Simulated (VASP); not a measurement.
# Ni (Fm-3m) in VASP: further runs, part 2 of 2

VASP 6.6.1. The steps go on from the part before.

## Step 4: Single point, r2SCAN, collinear spin

POSCAR

```
Ni
1.0
    3.5251000000      1.7625500000      1.7625500000
    1.7625500000      3.5251000000      1.7625500000
    1.7625500000      1.7625500000      3.5251000000
Ni
2
Direct
    0.0000000000      0.0000000000      0.0000000000
    0.5000000000      0.5000000000      0.5000000000
```

INCAR.step1

```
SYSTEM = Ni
ALGO     = Normal         ! electronic algorithm
EDIFF    = 1E-4           ! SCF threshold, eV
ENCUT    = 520            ! plane-wave cutoff, eV
GGA      = PE             ! functional
ISMEAR   = -1             ! smearing method
ISPIN    = 2              ! spin polarisation
LASPH    = .TRUE.         ! aspherical terms in the spheres
LCHARG   = .FALSE.        ! write CHGCAR
LMAXMIX  = 4              ! l up to which the mixer works
LREAL    = .FALSE.        ! projectors in reciprocal space
LWAVE    = .TRUE.         ! write WAVECAR
MAGMOM   = 0 2            ! initial moments
NBANDS   = 21             ! bands
NELM     = 150            ! most SCF steps
PREC     = Accurate       ! precision mode
SIGMA    = 0.1            ! smearing width, eV
```

INCAR.step2

```
SYSTEM = Ni
ALGO     = Normal         ! electronic algorithm
EDIFF    = 1E-7           ! SCF threshold, eV
ENCUT    = 520            ! plane-wave cutoff, eV
ISIF     = 2              ! what is computed and relaxed
ISMEAR   = -1             ! smearing method
ISPIN    = 2              ! spin polarisation
ISTART   = 1            
LASPH    = .TRUE.         ! aspherical terms in the spheres
LCHARG   = .TRUE.         ! write CHGCAR
LELF     = .TRUE.         ! ELF
LMAXMIX  = 4              ! l up to which the mixer works
LMIXTAU  = .TRUE.       
LORBIT   = 11             ! projections on sites
LREAL    = .FALSE.        ! projectors in reciprocal space
LVHAR    = .TRUE.       
LWAVE    = .FALSE.        ! write WAVECAR
MAGMOM   = 0 2            ! initial moments
METAGGA  = R2SCAN         ! meta-GGA
NBANDS   = 21             ! bands
NELM     = 150            ! most SCF steps
PREC     = Accurate       ! precision mode
SIGMA    = 0.1            ! smearing width, eV
```

KPOINTS

```
k-points
0
G
  11 11 11
  0 0 0
```

Potentials or basis: VASP PAW PBE potentials, release 64 (Ni).

Launch:

```bash
$ cat potpaw_PBE.64/Ni/POTCAR > POTCAR
$ cp INCAR.step1 INCAR
$ mpirun -np 1 vasp_std > vasp.out
$ cp INCAR.step2 INCAR
$ mpirun -np 1 vasp_std > vasp.out
```

OUTCAR:

```text
SYSTEM = Ni
   EDIFF = 1E-7
   ENCUT = 520
   ISIF = 2
   ISMEAR = -1
   ISPIN = 2
   ISTART = 1
   LASPH = .TRUE.
   LORBIT = 11
   LREAL = .FALSE.
   METAGGA = R2SCAN
   NELM = 150
   PREC = Accurate

 ion  position               nearest neighbor table
   1  0.000  0.000  0.000-   2 2.49   2 2.49   2 2.49   2 2.49   2 2.49   2 2.49
   2  0.500  0.500  0.500-   1 2.49   1 2.49   1 2.49   1 2.49   1 2.49   1 2.49

  LATTYP: Found a trigonal (rhomboedric) cell.
 ALAT       =     4.3173481461
 COS(alpha) =     0.8333333333

  Lattice vectors:

 A1 = (   3.5251000000,   1.7625500000,   1.7625500000)
 A2 = (   1.7625500000,   3.5251000000,   1.7625500000)
 A3 = (   1.7625500000,   1.7625500000,   3.5251000000)

Analysis of symmetry for initial positions (statically):
=====================================================================
 Subroutine PRICEL returns following result:

  LATTYP: Found a face centered cubic cell.
 ALAT       =     3.5251000000

  Lattice vectors:

 A1 = (   0.0000000000,  -1.7625500000,   1.7625500000)
 A2 = (  -1.7625500000,  -0.0000000000,   1.7625500000)
 A3 = (  -1.7625500000,  -1.7625500000,   0.0000000000)

   2 primitive cells build up your supercell.

 Routine SETGRP: Setting up the symmetry group for a
 trigonal (rhombohedral) supercell.

 Subroutine GETGRP returns: Found 12 space group operations
 (whereof 12 operations were pure point group operations)
 out of a pool of 12 trial point group operations.

The static configuration has the point symmetry D_3d.

Analysis of symmetry for dynamics (positions and initial velocities):
=====================================================================
 Subroutine PRICEL returns following result:

  LATTYP: Found a face centered cubic cell.
 ALAT       =     3.5251000000

  Lattice vectors:

 A1 = (   0.0000000000,  -1.7625500000,   1.7625500000)
 A2 = (  -1.7625500000,  -0.0000000000,   1.7625500000)
 A3 = (  -1.7625500000,  -1.7625500000,   0.0000000000)

   2 primitive cells build up your supercell.
[... 154 lines left out ...]
  energy-cutoff  :      520.00
  volume of cell :       21.90
 maximum number of plane-waves:       602
   NGX = 15   NGY = 15   NGZ = 15

 number of electron      20.0000006 magnetization       1.4372003

 Free energy of the ion-electron system (eV)
  ---------------------------------------------------
  ext. energy  EPLUGINS =         0.00000000
  ---------------------------------------------------
  free energy    TOTEN  =       -23.90360047 eV

  energy without entropy =      -23.81183118  energy(sigma->0) =      -23.85771583

 E-fermi :   9.2158     XC(G=0): -14.3408

 val. band max:        9.2045573890   @ k =  -0.2727   0.1818   0.0000
 cond. band min:       9.2271969080   @ k =  -0.2727   0.0909   0.0909
 fundamental gap:      0.0226395190
 Fermi energy:         9.2158440514

 spin component 1

 k-point     1 :       0.0000    0.0000    0.0000
  band No.  band energies     occupation
      1      -0.1295      1.00000
      2       3.9918      1.00000
      3       6.3125      1.00000
      4       6.3137      1.00000
      5       6.3137      1.00000
      6       6.3921      1.00000
[... 565 lines left out ...]
     20      38.0083      0.00000
     21      39.3348      0.00000

 [... further k-points ...]

 spin component 2

 k-point     1 :       0.0000    0.0000    0.0000
  band No.  band energies     occupation
      1      -0.3849      1.00000
      2       4.6598      1.00000
      3       7.3008      1.00000
      4       7.3008      1.00000
      5       7.6302      1.00000
      6       7.6302      1.00000
[... 565 lines left out ...]
     20      38.1684      0.00000
     21      39.3034      0.00000

 [... further k-points ...]
[... 5 lines left out ...]
  --------------------------------------------------------------------------------------
  -------------------------------------------------------------------------------------
  Total       -1.0200214     -1.0200214     -1.0200214     -0.0067938     -0.0067938     -0.0067938
  in kB      -74.6166146    -74.6166146    -74.6166146     -0.4969787     -0.4969787     -0.4969787
  external PRESSURE =     -74.6166146 kB  Pullay stress =       0.0000000 kB

 VOLUME and BASIS-vectors are now :
 -----------------------------------------------------------------------------
  energy-cutoff  :      520.00
  volume of cell :       21.90
      direct lattice vectors                 reciprocal lattice vectors
     3.525100000  1.762550000  1.762550000     0.425519843 -0.141839948 -0.141839948
     1.762550000  3.525100000  1.762550000    -0.141839948  0.425519843 -0.141839948
     1.762550000  1.762550000  3.525100000    -0.141839948 -0.141839948  0.425519843

 POSITION                                       TOTAL-FORCE (eV/Angst)
 -----------------------------------------------------------------------------------
      0.00000      0.00000      0.00000         0.000000     -0.000000     -0.000000
      3.52510      3.52510      3.52510         0.000000      0.000000      0.000000
 -----------------------------------------------------------------------------------
    total drift:                               -0.000000      0.000000     -0.000000

  FREE ENERGIE OF THE ION-ELECTRON SYSTEM (eV)
  ---------------------------------------------------
  free  energy   TOTEN  =       -23.9036004740 eV

  energy  without entropy=      -23.8118311783  energy(sigma->0) =      -23.85771583

 total charge

# of ion       s       p       d       tot
------------------------------------------
    1        0.511   0.513   8.310   9.333
    2        0.511   0.513   8.310   9.333
--------------------------------------------------
tot          1.021   1.026  16.619  18.666

 magnetization (x)

# of ion       s       p       d       tot
------------------------------------------
    1       -0.010  -0.042   0.795   0.743
    2       -0.010  -0.042   0.795   0.743
--------------------------------------------------
tot         -0.021  -0.084   1.591   1.485
```

OUTCAR.step1:

```text
SYSTEM = Ni
   EDIFF = 1E-4
   ENCUT = 520
   GGA = PE
   ISMEAR = -1
   ISPIN = 2
   LASPH = .TRUE.
   LREAL = .FALSE.
[... 1412 lines left out ...]
      0.00000      0.00000      0.00000         0.000000      0.000000     -0.000000
      3.52510      3.52510      3.52510         0.000000     -0.000000      0.000000
 -----------------------------------------------------------------------------------
    total drift:                               -0.000000      0.000000     -0.000000

  FREE ENERGIE OF THE ION-ELECTRON SYSTEM (eV)
  ---------------------------------------------------
  free  energy   TOTEN  =       -10.9969846495 eV

  energy  without entropy=      -10.8874441395  energy(sigma->0) =      -10.94221439
```

It took 20 min on 1 thread of Intel Xeon 8259CL, shared host; peak memory 0.28 GiB.

What came out:

```
Free energy                                           : -23.9036 eV
Pressure                                              : -7.5 GPa
Net moment                                            : 1.44 μB per cell
Site moments                                          : Ni +0.74 μB
Valence electrons inside the program's atomic spheres : Ni 9.33
```

Caveat: the cell stands under tension; the PAW data sets were made with another functional, which shifts forces and pressure a little.

## Step 5: Overview

| spin | gap on the mesh (eV) | pressure (GPa) | moment (μB) |
| --- | --- | --- | --- |
| collinear, ferromagnetic start | none | -7.5 | 1.44 |
| collinear, antiferromagnetic start | none | -9.5 | 0.00 |
| collinear | none | -7.5 | 1.44 |

Alike in all rows: task single point; level r2SCAN; potentials or basis VASP PAW PBE potentials, release 64 (Ni); cell as given; k mesh 11 × 11 × 11; cutoff (eV) 520; smearing fermi-dirac 0.1 eV.

Caveats: the cell stands under tension; the PAW data sets were made with another functional, which shifts forces and pressure a little; the moments typed at the start vanished in this run (at least some runs).

Total energies depend on the potentials used, so only differences within one code and one set of settings carry meaning.

The gap in the log of VASP goes by the Fermi energy; the results here count the filled bands.